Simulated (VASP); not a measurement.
# AlN in VASP: further runs, part 2 of 2

VASP 6.6.1.

### Step 3. Single point, LDA

INCAR

```
PREC = Accurate ; ENCUT = 520
EDIFF = 1E-6 ; ISMEAR = 0
SIGMA = 0.05 ; LREAL = False
LASPH = True ; NELM = 60
ALGO = Normal ; ISIF = 2
LWAVE = False ; LCHARG = False
NBANDS = 16
```

KPOINTS

```
Automatic mesh
0
Gamma
  9 9 6
```

POSCAR

```
AlN
1.0
    3.1939629070      0.0000000000      0.0000000000
   -1.5969814535      2.7660530162      0.0000000000
    0.0000000000      0.0000000000      3.9981702366
Al N
2 2
Direct
    0.3333333333      0.6666666667      0.7500000000
    0.6666666667      0.3333333333      0.2500000000
    0.3333333333      0.6666666667      0.2500000000
    0.6666666667      0.3333333333      0.7500000000
```

Potentials or basis: VASP PAW LDA potentials, release 64 (Al, N).

Run with:

```console
$ cat potpaw_LDA.64/Al/POTCAR potpaw_LDA.64/N/POTCAR > POTCAR
$ mpirun -np 1 vasp_std > vasp.out
```

It took 7.1 s on 1 thread of Intel Xeon 6975P-C (Granite Rapids), shared host; peak memory 0.13 GiB.

It converged, with:

```yaml
Free_energy: -32.3044 eV
Pressure: 20.8 GPa
Band_gap_on_the_k_mesh: 4.11 eV, indirect (least direct gap 4.18 eV)
```

Stress tensor (GPa, compression positive):
```
21.96  0.00  0.00
 0.00 21.96  0.00
 0.00  0.00 18.62
```

Levels at points of the mesh, in eV from the valence-band top:
```csv
k point,band 6,band 7,band 8,band 9,band 10,band 11
"(0.00, 0.00, 0.00)",-1.80,-1.80,0.00,4.18,5.23,8.67
"(0.00, 0.00, 0.50)",-2.76,-2.76,-2.76,6.34,6.34,8.77
```

A k mesh can miss the band edges. A hybrid or GW would open this gap; LDA tends to underestimate it.

### Step 4. Single point, LDA

This run uses another cell than the first one, of 9.06 Å³/atom, 1.026 times its volume.

INCAR

```
PREC     = Accurate       # precision mode
ENCUT    = 520            # plane-wave cutoff, eV
EDIFF    = 1E-6           # SCF threshold, eV
ISMEAR   = 0              # smearing method
SIGMA    = 0.05           # smearing width, eV
LREAL    = False          # projectors in reciprocal space
LASPH    = True           # aspherical terms in the spheres
NELM     = 80             # most SCF steps
ALGO     = Normal         # electronic algorithm
ISIF     = 2              # what is computed and relaxed
LWAVE    = False          # write WAVECAR
LCHARG   = False          # write CHGCAR
GGA      = CA             # functional
NBANDS   = 16             # bands
```

KPOINTS

```
regular mesh
0
Gamma
  9 9 6
```

POSCAR

```
AlN
1.0
    3.2211525400      0.0000000000      0.0000000000
   -1.6105762700      2.7895999291      0.0000000000
    0.0000000000      0.0000000000      4.0322059422
Al N
2 2
Direct
    0.3333333333      0.6666666667      0.7554689695
    0.6666666667      0.3333333333      0.2554689695
    0.3333333333      0.6666666667      0.2394651809
    0.6666666667      0.3333333333      0.7394651809
```

Potentials or basis: VASP PAW LDA potentials, release 64 (Al, N).

Run with:

```console
$ cat potpaw_LDA.64/Al/POTCAR potpaw_LDA.64/N/POTCAR > POTCAR
$ mpirun -np 1 vasp_std > vasp.out
```

OUTCAR:

```text
PREC = Accurate
   ENCUT = 520
   EDIFF = 1E-6
   ISMEAR = 0
   LREAL = False
   LASPH = True
   NELM = 80
   ISIF = 2
   GGA = CA

 ion  position               nearest neighbor table
   1  0.333  0.667  0.755-   4 1.86   4 1.86   4 1.86   3 1.95   3 2.08   2 2.74   2 2.74   2 2.74
                             2 2.74   2 2.74   2 2.74
   2  0.667  0.333  0.255-   3 1.86   3 1.86   3 1.86   4 1.95   4 2.08   1 2.74   1 2.74   1 2.74
                             1 2.74   1 2.74   1 2.74
   3  0.333  0.667  0.239-   2 1.86   2 1.86   2 1.86   1 1.95   1 2.08
   4  0.667  0.333  0.739-   1 1.86   1 1.86   1 1.86   2 1.95   2 2.08

  LATTYP: Found a hexagonal cell.
 ALAT       =     3.2211525400
 C/A-ratio  =     1.2517898150

  Lattice vectors:

 A1 = (   3.2211525400,   0.0000000000,   0.0000000000)
 A2 = (  -1.6105762700,   2.7895999291,   0.0000000000)
 A3 = (   0.0000000000,   0.0000000000,   4.0322059422)

Analysis of symmetry for initial positions (statically):
=====================================================================
 Subroutine PRICEL returns:
 Original cell was already a primitive cell.

 Routine SETGRP: Setting up the symmetry group for a
 hexagonal supercell.

 Subroutine GETGRP returns: Found 12 space group operations
 (whereof  6 operations were pure point group operations)
 out of a pool of 24 trial point group operations.

The static configuration has the point symmetry C_3v.
 The point group associated with its full space group is C_6v.

Analysis of symmetry for dynamics (positions and initial velocities):
=====================================================================
 Subroutine PRICEL returns:
 Original cell was already a primitive cell.

 Routine SETGRP: Setting up the symmetry group for a
 hexagonal supercell.

 Subroutine GETGRP returns: Found 12 space group operations
 (whereof  6 operations were pure point group operations)
[... 122 lines left out ...]
   ISMEAR =     0;   SIGMA  =   0.05  broadening in eV -4-tet -1-fermi 0-gaus
   EFERMI_NEDOS =   21; number of points for ismear=-14 and -15
   IALGO  =     38    algorithm
   IMIX   =      4    mixing-type and parameters
     AMIX     =   0.40;   BMIX     =  1.00
     AMIX_MAG =   1.60;   BMIX_MAG =  1.00
  volume/ion in A,a.u.               =       9.06        61.13
  Fermi-wavevector in a.u.,A,eV,Ry     =   1.246664  2.355854 21.145792  1.554172
  Thomas-Fermi vector in A             =   2.380831
   LORBIT       =      0    0 simple, 1 ext, 2 COOP (PROOUT), +10 PAW based schemes
   GGA     = CA    functional components
   LHFCALC =     F    Hartree Fock is set to
   AEXX    =    0.0000 exact exchange contribution
   IVDW    =     0    specifies the selected vdW correction
   LEPSILON=     F    determine dielectric tensor
   LRPA    =     F    only Hartree local field effects (RPA)
 non-spin polarized calculation
 Gauss-broadening in eV      SIGMA  =   0.05
  energy-cutoff  :      520.00
  volume of cell :       36.23
 maximum number of plane-waves:       996
 NGX is ok and might be reduce to    24
   NGX = 11   NGY = 11   NGZ = 15

 number of electron      15.9999997 magnetization

 Free energy of the ion-electron system (eV)
  ---------------------------------------------------
  ext. energy  EPLUGINS =         0.00000000
  ---------------------------------------------------
  free energy    TOTEN  =       -32.38322978 eV

  energy without entropy =      -32.38322978  energy(sigma->0) =      -32.38322978

 E-fermi :   8.9467     XC(G=0): -11.9041

 val. band max:        8.7179750260   @ k =   0.0000   0.0000   0.0000
 cond. band min:      12.7326333864   @ k =   0.0000   0.0000   0.0000
 fundamental gap:      4.0146583604
 Fermi energy:         8.9466709186

 k-point     1 :       0.0000    0.0000    0.0000
  band No.  band energies     occupation
      1      -8.6141      2.00000
      2      -4.3536      2.00000
      3       1.3154      2.00000
      4       5.1957      2.00000
      5       5.1957      2.00000
      6       7.0026      2.00000
[... 433 lines left out ...]
      3       1.6259      2.00000
      4       2.8791      2.00000
      5       2.8791      2.00000
      6       5.5360      2.00000
[... 8 lines left out ...]
     15      20.5217      0.00000
     16      22.6951      0.00000

 [... further k-points ...]
[... 5 lines left out ...]
  --------------------------------------------------------------------------------------
  -------------------------------------------------------------------------------------
  Total        3.1151738      3.1151738      3.2231765      0.0000000      0.0000000      0.0000000
  in kB      137.7516913    137.7516913    142.5275282      0.0000000      0.0000000      0.0000000
  external PRESSURE =     139.3436369 kB  Pullay stress =       0.0000000 kB

 VOLUME and BASIS-vectors are now :
 -----------------------------------------------------------------------------
  energy-cutoff  :      520.00
  volume of cell :       36.23
      direct lattice vectors                 reciprocal lattice vectors
     3.221152540  0.000000000  0.000000000     0.310447887  0.179237171  0.000000000
    -1.610576270  2.789599929  0.000000000     0.000000000  0.358474342  0.000000000
     0.000000000  0.000000000  4.032205942     0.000000000  0.000000000  0.248003206

 POSITION                                       TOTAL-FORCE (eV/Angst)
 -----------------------------------------------------------------------------------
     -0.00000      1.85973      3.04621         0.000000      0.000000     -0.300797
      1.61058      0.92987      1.03010        -0.000000     -0.000000     -0.300797
     -0.00000      1.85973      0.96557        -0.000000     -0.000000      0.300797
      1.61058      0.92987      2.98168        -0.000000     -0.000000      0.300797
 -----------------------------------------------------------------------------------
    total drift:                               -0.000000     -0.000000     -0.000325

  FREE ENERGIE OF THE ION-ELECTRON SYSTEM (eV)
  ---------------------------------------------------
  free  energy   TOTEN  =       -32.3832297808 eV

  energy  without entropy=      -32.3832297808  energy(sigma->0) =      -32.38322978
```

Run time: 6.7 s. Hardware: 1 thread of Intel Xeon 6975P-C (Granite Rapids), shared host; peak memory 0.14 GiB.

What came out:

| Item | Value |
| --- | --- |
| Free energy | -32.3832 eV |
| Pressure | 13.9 GPa |
| Largest force | 0.301 eV/Å |
| Band gap on the k mesh | 4.01 eV, direct |

Forces on the atoms (eV/Å):
```
Al   0.000  0.000 -0.301
Al   0.000  0.000 -0.301
N    0.000  0.000  0.301
N    0.000  0.000  0.301
```

Stress tensor (GPa, compression positive):
```
13.78  0.00  0.00
 0.00 13.78  0.00
 0.00  0.00 14.25
```

A k mesh can miss the band edges.

### Step 5. Single point, LDA

This run uses another cell than the first one, of 9.06 Å³/atom, 1.026 times its volume.

INCAR

```
SYSTEM = AlN
ALGO = Normal
EDIFF = 1E-6
ENCUT = 520
ISIF = 2
ISMEAR = 0
LASPH = .TRUE.
LCHARG = .FALSE.
LREAL = .FALSE.
LWAVE = .FALSE.
NBANDS = 16
NELM = 60
PREC = Accurate
SIGMA = 0.05
```

KPOINTS

```
k-points
0
G
  9 9 6
  0 0 0
```

POSCAR

```
AlN
1.0
    3.2211525400      0.0000000000      0.0000000000
   -1.6105762700      2.7895999291      0.0000000000
    0.0000000000      0.0000000000      4.0322059422
Al N
2 2
Direct
    0.3333333333      0.6666666667      0.7500000000
    0.6666666667      0.3333333333      0.2500000000
    0.3333333333      0.6666666667      0.2500000000
    0.6666666667      0.3333333333      0.7500000000
```

Run with:

```console
$ cat potpaw_LDA.64/Al/POTCAR potpaw_LDA.64/N/POTCAR > POTCAR
$ mpirun -np 1 vasp_std > vasp.out
```

It took 6.7 s on 1 thread of Intel Xeon 6975P-C (Granite Rapids), shared host; peak memory 0.14 GiB.

Results (log left out):

```yaml
Free_energy: -32.4021 eV
Pressure: 13.4 GPa
Band_gap_on_the_k_mesh: 4.00 eV, direct
```

Stress tensor (GPa, compression positive):
```
14.15  0.00  0.00
 0.00 14.15  0.00
 0.00  0.00 11.94
```

Levels at points of the mesh, in eV from the valence-band top:
```tsv
k point	band 4	band 5	band 6	band 7	band 8	band 9	band 10	band 11	band 12	band 13
(0.00, 0.00, 0.00)	-3.55	-3.55	-1.74	-1.74	0.00	4.00	5.02	8.53	8.53	11.85
(0.00, 0.00, 0.50)	-3.81	-2.69	-2.69	-2.69	-2.69	6.18	6.18	8.65	8.65	8.65
```

A k mesh can miss the band edges. LDA gaps usually lie below the measured ones, often by a third to a half.
